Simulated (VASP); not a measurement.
# TiC (Fm-3m) in VASP: a series of runs

The runs below take TiC through single point, with PBEsol.

All numbers are computed with VASP 6.6.1; they aren't measurements. Logs are shortened: lines on timing, memory, paths and dates and some standing lists are left out, and cuts for length are marked.

## (1) The cell of the first run

The structure is cubic, space group Fm-3m (No. 225). The conventional cell has a = 4.244 Å, b = 4.244 Å, c = 4.244 Å, α = 90.00°, β = 90.00°, γ = 90.00°. Within 2.8 Å of Ti (site symmetry m-3m) lie 6 C at 2.12 Å. Within 2.8 Å of C (site symmetry m-3m) lie 6 Ti at 2.12 Å.

## (2) Single point, PBEsol

INCAR reads:

```
  ALGO = Normal
  EDIFF = 1E-7
  ENCUT = 520
  GGA = PS
  ISIF = 2
  ISMEAR = 0
  LASPH = True
  LCHARG = False
  LREAL = False
  LWAVE = False
  NBANDS = 15
  NELM = 60
  PREC = Accurate
  SIGMA = 0.1
```

KPOINTS reads:

```
k-points
0
Gamma
  16 16 16
```

POSCAR reads:

```
TiC
1.0
    0.0000000000      2.1217607929      2.1217607929
    2.1217607929      0.0000000000      2.1217607929
    2.1217607929      2.1217607929      0.0000000000
Ti C
1 1
Direct
    0.0000000000      0.0000000000      0.0000000000
    0.5000000000      0.5000000000      0.5000000000
```

Potentials or basis: VASP PAW PBE potentials, release 64 (Ti_sv, C).

Run with:

```bash
$ cat potpaw_PBE.64/Ti_sv/POTCAR potpaw_PBE.64/C/POTCAR > POTCAR
$ mpirun -np 1 vasp_std > vasp.out
```

OUTCAR:

```text
EDIFF = 1E-7
   ENCUT = 520
   GGA = PS
   ISIF = 2
   ISMEAR = 0
   LASPH = True
   LREAL = False
   NELM = 60
   PREC = Accurate

 ion  position               nearest neighbor table
   1  0.000  0.000  0.000-   2 2.12   2 2.12   2 2.12   2 2.12   2 2.12   2 2.12
   2  0.500  0.500  0.500-   1 2.12   1 2.12   1 2.12   1 2.12   1 2.12   1 2.12

  LATTYP: Found a face centered cubic cell.
 ALAT       =     4.2435215858

  Lattice vectors:

 A1 = (   0.0000000000,   2.1217607929,   2.1217607929)
 A2 = (   2.1217607929,   0.0000000000,   2.1217607929)
 A3 = (   2.1217607929,   2.1217607929,   0.0000000000)

Analysis of symmetry for initial positions (statically):
=====================================================================
 Subroutine PRICEL returns:
 Original cell was already a primitive cell.

 Routine SETGRP: Setting up the symmetry group for a
 face centered cubic supercell.

 Subroutine GETGRP returns: Found 48 space group operations
 (whereof 48 operations were pure point group operations)
 out of a pool of 48 trial point group operations.

The static configuration has the point symmetry O_h .

Analysis of symmetry for dynamics (positions and initial velocities):
=====================================================================
 Subroutine PRICEL returns:
 Original cell was already a primitive cell.

 Routine SETGRP: Setting up the symmetry group for a
 face centered cubic supercell.

 Subroutine GETGRP returns: Found 48 space group operations
 (whereof 48 operations were pure point group operations)
 out of a pool of 48 trial point group operations.

The dynamic configuration has the point symmetry O_h .

 Subroutine INISYM returns: Found 48 space group operations
 (whereof 48 operations are pure point group operations),
 and found     1 'primitive' translations

----------------------------------------------------------------------------------------

                                     Primitive cell

  volume of cell :      19.1038

  direct lattice vectors                    reciprocal lattice vectors
     0.000000000  2.121760793  2.121760793    -0.235653332  0.235653332  0.235653332
     2.121760793  0.000000000  2.121760793     0.235653332 -0.235653332  0.235653332
     2.121760793  2.121760793  0.000000000     0.235653332  0.235653332 -0.235653332

  length of vectors
     3.000622889  3.000622889  3.000622889     0.408163544  0.408163544  0.408163544

  position of ions in fractional coordinates (direct lattice)
     0.000000000  0.000000000  0.000000000
     0.500000000  0.500000000  0.500000000

  ion indices of the primitive-cell ions
   primitive index   ion index
                 1           1
                 2           2

----------------------------------------------------------------------------------------

 KPOINTS: k-points

Automatic generation of k-mesh.
 Grid dimensions read from file:
 generate k-points for:   16   16   16

 Generating k-lattice:

  Cartesian coordinates                     Fractional coordinates (reciprocal lattice)
    -0.014728333  0.014728333  0.014728333     0.062500000  0.000000000  0.000000000
     0.014728333 -0.014728333  0.014728333     0.000000000  0.062500000  0.000000000
     0.014728333  0.014728333 -0.014728333     0.000000000  0.000000000  0.062500000

  Length of vectors
     0.025510221  0.025510221  0.025510221

  Shift w.r.t. Gamma in fractional coordinates (k-lattice)
     0.000000000  0.000000000  0.000000000

 Subroutine IBZKPT returns following result:
 ===========================================

 Found    145 irreducible k-points:

 Following reciprocal coordinates:
            Coordinates               Weight
  0.000000  0.000000  0.000000      1.000000
  0.062500  0.000000  0.000000      8.000000
  0.125000  0.000000  0.000000      8.000000
  0.187500  0.000000  0.000000      8.000000
  0.250000  0.000000  0.000000      8.000000
  0.312500  0.000000  0.000000      8.000000
[... 16 lines left out ...]
 -0.125000  0.062500  0.000000     24.000000
 -0.062500  0.062500  0.000000     12.000000
 [... further k-points ...]
   k-points           NKPTS =    145   k-points in BZ     NKDIM =    145   number of bands    NBANDS=     15
   number of dos      NEDOS =    301   number of ions     NIONS =      2
   total plane-waves  NPLWV =  13824
   dimension x,y,z NGX =    24 NGY =   24 NGZ =   24
   dimension x,y,z NGXF=    48 NGYF=   48 NGZF=   48
   ions per type =               1   1
   NGX,Y,Z   is equivalent  to a cutoff of  13.30, 13.30, 13.30 a.u.
   NGXF,Y,Z  is equivalent  to a cutoff of  26.59, 26.59, 26.59 a.u.
 SYSTEM =  unknown system
   PREC   = accura    normal or accurate (medium, high low for compatibility)
   ISTART =      0    job   : 0-new  1-cont  2-samecut
   ICHARG =      2    charge: 1-file 2-atom 10-const
   ISPIN  =      1    spin polarized calculation?
   LNONCOLLINEAR =      F non collinear calculations
   LSORBIT =      F    spin-orbit coupling
   LASPH  =      T    aspherical Exc in radial PAW
   ENCUT  =  520.0 eV  38.22 Ry    6.18 a.u.   5.58  5.58  5.58*2*pi/ulx,y,z
   NELM   =     60;   NELMIN=  2; NELMDL= -5     # of ELM steps
   EDIFF  = 0.1E-06   stopping-criterion for ELM
   LREAL  =      F    real-space projection
   EDIFFG = 0.1E-05   stopping-criterion for IOM
   NSW    =      0    number of steps for IOM
   IBRION =     -1    ionic relax: 0-MD 1-quasi-New 2-CG
   NFREE  =      0    steps in history (QN), initial steepest desc. (CG)
   ISIF   =      2    stress and relaxation
   ISYM   =      2    0-nonsym 1-usesym 2-fastsym
   POTIM  = 0.5000    time-step for ionic-motion
   TEBEG  =    0.0;   TEEND  =   0.0 temperature during run
   PSTRESS=    0.0 pullay stress
   NELECT =      16.0000    total number of electrons
   NUPDOWN=      -1.0000    fix difference up-down
   EMIN   =  10.00;   EMAX   =-10.00  energy-range for DOS
   EFERMI =   0.00;   METHOD = LEGACY
   ISMEAR =     0;   SIGMA  =   0.10  broadening in eV -4-tet -1-fermi 0-gaus
   EFERMI_NEDOS =   21; number of points for ismear=-14 and -15
   IALGO  =     38    algorithm
   IMIX   =      4    mixing-type and parameters
     AMIX     =   0.40;   BMIX     =  1.00
     AMIX_MAG =   1.60;   BMIX_MAG =  1.00
  volume/ion in A,a.u.               =       9.55        64.46
  Fermi-wavevector in a.u.,A,eV,Ry     =   1.543151  2.916132 32.399755  2.381315
  Thomas-Fermi vector in A             =   2.648854
   LORBIT       =      0    0 simple, 1 ext, 2 COOP (PROOUT), +10 PAW based schemes
   GGA     = PS    functional components
   LHFCALC =     F    Hartree Fock is set to
   AEXX    =    0.0000 exact exchange contribution
   IVDW    =     0    specifies the selected vdW correction
   LEPSILON=     F    determine dielectric tensor
   LRPA    =     F    only Hartree local field effects (RPA)
 non-spin polarized calculation
 Gauss-broadening in eV      SIGMA  =   0.10
  energy-cutoff  :      520.00
  volume of cell :       19.10
 maximum number of plane-waves:       533
   NGX = 11   NGY = 11   NGZ = 11

 number of electron      16.0000002 magnetization

 Free energy of the ion-electron system (eV)
  ---------------------------------------------------
  ext. energy  EPLUGINS =         0.00000000
  ---------------------------------------------------
  free energy    TOTEN  =       -19.78032711 eV

  energy without entropy =      -19.77847837  energy(sigma->0) =      -19.77940274

 E-fermi :  10.0297     XC(G=0): -13.1821

 val. band max:       10.0193363544   @ k =   0.1250   0.0625   0.0000
 cond. band min:      10.0731431707   @ k =   0.5000   0.5000   0.0000
 fundamental gap:      0.0538068163
 Fermi energy:        10.0297401356

 k-point     1 :       0.0000    0.0000    0.0000
  band No.  band energies     occupation
      1     -46.1114      2.00000
      2     -22.2012      2.00000
      3     -22.2012      2.00000
      4     -22.2012      2.00000
      5      -2.6122      2.00000
      6      10.7222      0.00000
      7      10.7222      0.00000
      8      10.7222      0.00000
      9      11.8239      0.00000
     10      11.8239      0.00000
     11      11.8239      0.00000
     12      11.8985      0.00000
     13      11.8985      0.00000
     14      21.4460      0.00000
     15      24.2117      0.00000

 k-point     2 :       0.0625    0.0000    0.0000
  band No.  band energies     occupation
      1     -46.1077      2.00000
      2     -22.2265      2.00000
      3     -22.2034      2.00000
      4     -22.2034      2.00000
      5      -2.5157      2.00000
      6      10.2602      0.00112
      7      10.5238      0.00000
      8      10.5238      0.00000
      9      11.1209      0.00000
     10      11.1209      0.00000
     11      12.0806      0.00000
     12      12.9425      0.00000
     13      12.9425      0.00000
     14      21.6002      0.00000
     15      24.2854      0.00000

 k-point     3 :       0.1250    0.0000    0.0000
  band No.  band energies     occupation
      1     -46.0970      2.00000
      2     -22.2982      2.00000
      3     -22.2099      2.00000
      4     -22.2099      2.00000
      5      -2.2327      2.00000
      6       9.3469      2.00000
      7       9.7243      1.99998
      8       9.7243      1.99998
      9      11.1915      0.00000
     10      11.1915      0.00000
     11      12.4429      0.00000
     12      14.0871      0.00000
     13      14.0871      0.00000
     14      21.9660      0.00000
     15      24.4122      0.00000

 k-point     4 :       0.1875    0.0000    0.0000
  band No.  band energies     occupation
      1     -46.0811      2.00000
      2     -22.4041      2.00000
      3     -22.2196      2.00000
      4     -22.2196      2.00000
      5      -1.7818      2.00000
      6       8.2821      2.00000
      7       8.9148      2.00000
      8       8.9148      2.00000
      9      11.5024      0.00000
     10      11.5024      0.00000
     11      12.7613      0.00000
     12      15.2353      0.00000
     13      15.2353      0.00000
     14      22.1909      0.00000
     15      24.5580      0.00000
[... 307 lines left out ...]
 k-point    22 :      -0.1875    0.0625    0.0000
  band No.  band energies     occupation
      1     -46.0723      2.00000
      2     -22.4483      2.00000
      3     -22.2484      2.00000
      4     -22.2147      2.00000
      5      -1.5304      2.00000
      6       7.8029      2.00000
      7       8.4598      2.00000
      8       8.7290      2.00000
      9      11.4079      0.00000
     10      11.9639      0.00000
     11      13.0470      0.00000
     12      14.9864      0.00000
     13      16.2381      0.00000
     14      22.2755      0.00000
     15      24.6097      0.00000

 k-point    23 :      -0.1250    0.0625    0.0000
  band No.  band energies     occupation
      1     -46.0892      2.00000
      2     -22.3398      2.00000
      3     -22.2334      2.00000
      4     -22.2064      2.00000
      5      -2.0221      2.00000
      6       8.8515      2.00000
      7       9.1850      2.00000
      8       9.3804      2.00000
      9      11.0618      0.00000
     10      11.6855      0.00000
     11      12.7730      0.00000
     12      13.9404      0.00000
     13      15.1303      0.00000
     14      22.2088      0.00000
     15      24.4576      0.00000

 k-point    24 :      -0.0625    0.0625    0.0000
  band No.  band energies     occupation
      1     -46.1016      2.00000
      2     -22.2615      2.00000
      3     -22.2177      2.00000
      4     -22.2024      2.00000
      5      -2.3580      2.00000
      6       9.7956      1.99907
      7       9.9633      1.65274
      8      10.0059      1.26357
      9      10.8439      0.00000
     10      11.5045      0.00000
     11      12.4474      0.00000
     12      13.0895      0.00000
     13      14.0043      0.00000
     14      21.8362      0.00000
     15      24.3770      0.00000

 [... further k-points ...]

------------------------ aborting loop because EDIFF is reached ----------------------------------------

  FORCE on cell =-STRESS in cart. coord.  units (eV):
  Direction    XX          YY          ZZ          XY          YZ          ZX
  --------------------------------------------------------------------------------------
  -------------------------------------------------------------------------------------
  Total        1.2226752      1.2226752      1.2226752     -0.0000000      0.0000000     -0.0000000
  in kB      102.5421521    102.5421521    102.5421521     -0.0000000      0.0000000     -0.0000000
  external PRESSURE =     102.5421521 kB  Pullay stress =       0.0000000 kB

 VOLUME and BASIS-vectors are now :
 -----------------------------------------------------------------------------
  energy-cutoff  :      520.00
  volume of cell :       19.10
      direct lattice vectors                 reciprocal lattice vectors
     0.000000000  2.121760793  2.121760793    -0.235653332  0.235653332  0.235653332
     2.121760793  0.000000000  2.121760793     0.235653332 -0.235653332  0.235653332
     2.121760793  2.121760793  0.000000000     0.235653332  0.235653332 -0.235653332

 POSITION                                       TOTAL-FORCE (eV/Angst)
 -----------------------------------------------------------------------------------
      0.00000      0.00000      0.00000         0.000000      0.000000      0.000000
      2.12176      2.12176      2.12176         0.000000      0.000000      0.000000
 -----------------------------------------------------------------------------------
    total drift:                                0.000000     -0.000000     -0.000000

  FREE ENERGIE OF THE ION-ELECTRON SYSTEM (eV)
  ---------------------------------------------------
  free  energy   TOTEN  =       -19.7803271069 eV

  energy  without entropy=      -19.7784783658  energy(sigma->0) =      -19.77940274
```

It took 20 s on 1 thread of Intel Xeon Platinum 8559C (Emerald Rapids), shared host; peak memory 0.17 GiB.

Results:

| Item | Value |
| --- | --- |
| Free energy | -19.7803 eV |
| Pressure | 10.3 GPa |
| Band gap on the k mesh | zero (band 8 reaches 10.72 eV, above the bottom of band 9 at 9.62 eV) |

Levels at points of the mesh, in eV from the Fermi level:
```tsv
k point	band 6	band 7	band 8	band 9	band 10	band 11
(0.00, 0.00, 0.00)	0.69	0.69	0.69	1.79	1.79	1.79
(0.50, 0.00, 0.00)	-6.15	-3.09	-3.09	3.18	3.18	4.48
(0.50, 0.50, 0.00)	-3.46	-1.86	0.04	0.04	2.98	3.85
```

Caveat: the PAW data sets were made with another functional, which shifts forces and pressure a little.

[end of part 1 of 2]
